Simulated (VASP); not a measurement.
Wanted: the native input for a VASP 6.6.1 run.

```
Task                   : single point
Functional             : PBE
Dispersion             : D3(BJ)
Potentials or basis    : VASP PAW PBE potentials, release 64 (W_sv, C)
Cutoff                 : 520 eV
k mesh                 : 2 × 2 × 2
Occupations            : fermi-dirac, width 0.36 eV
Spin                   : no spin polarisation
Dipole correction      : no
Further INCAR settings : LREAL = Auto; ALGO = Normal; EDIFF = 1e-06; NBANDS = 86
```

The structure of WC lies in POSCAR:

```
WC
1.0
   -2.9803000000     -5.1620300000      0.0000000000
    4.4704490000     -2.5810150000      0.0000000000
    0.0000000000      0.0000000000      5.8542380000
W C
8 8
Direct
    0.7387789511      0.4164644106      0.0185677453
    0.7402713892      0.4260714799      0.5310511804
    0.4424169783     -0.0330760242      0.0067814120
    0.5040274360     -0.0245270738      0.4700697170
    0.2432188818      0.4237080511      0.0005124493
    0.2612240584      0.4310139902      0.5104336380
   -0.0215951252     -0.0374369446      0.0013494497
   -0.0024319541     -0.0821948652      0.5258583611
    0.4949284843      0.5828576418      0.2828719980
    0.4663158244      0.6432600062      0.7437176282
    0.2220940577      0.0873082145      0.2665419479
    0.2364571450      0.0952730317      0.7089564859
   -0.0037376857      0.5807382156      0.2626644151
   -0.0420273614      0.6267481980      0.8117879731
    0.7763682743      0.1349328373      0.2697362150
    0.7624748869      0.1060752299      0.7374486654
```

The input as run:

INCAR

```
SYSTEM = WC
PREC = Accurate ; ENCUT = 520
EDIFF = 1E-6 ; ISMEAR = -1
SIGMA = 0.36 ; LREAL = Auto
LASPH = .TRUE. ; NELM = 100
ALGO = Normal ; ISIF = 2
LWAVE = .FALSE. ; LCHARG = .FALSE.
GGA = PE ; IVDW = 12
NBANDS = 86
```

KPOINTS

```
regular mesh
0
G
  2 2 2
  0 0 0
```

Potentials or basis: VASP PAW PBE potentials, release 64 (W_sv, C).

Command:

```bash
$ cat potpaw_PBE.64/W_sv/POTCAR potpaw_PBE.64/C/POTCAR > POTCAR
$ mpirun -np 1 vasp_std > vasp.out
```

It gave:

```json
{
  "Pressure": "-12.7 GPa",
  "Largest force": "5.940 eV/Å",
  "Band gap on the k mesh": "zero (band 72 reaches 10.46 eV, above the bottom of band 73 at 10.17 eV)",
  "Dispersion energy per atom": "-0.425 eV"
}
```

Caveat: the k points lie up to 0.61 Å⁻¹ apart; spin-orbit coupling is left out, which moves the levels of the heavy elements; pairwise dispersion overbinds metals, which lowers pressure and volume; forces of over 1 eV/Å act on the atoms, so gaps and moduli don't describe the material at rest.

Run time: 2.6 min on 1 thread of AMD EPYC 9R45 96-Core Processor (Zen 5) (shared host), peak memory 0.3 GiB.
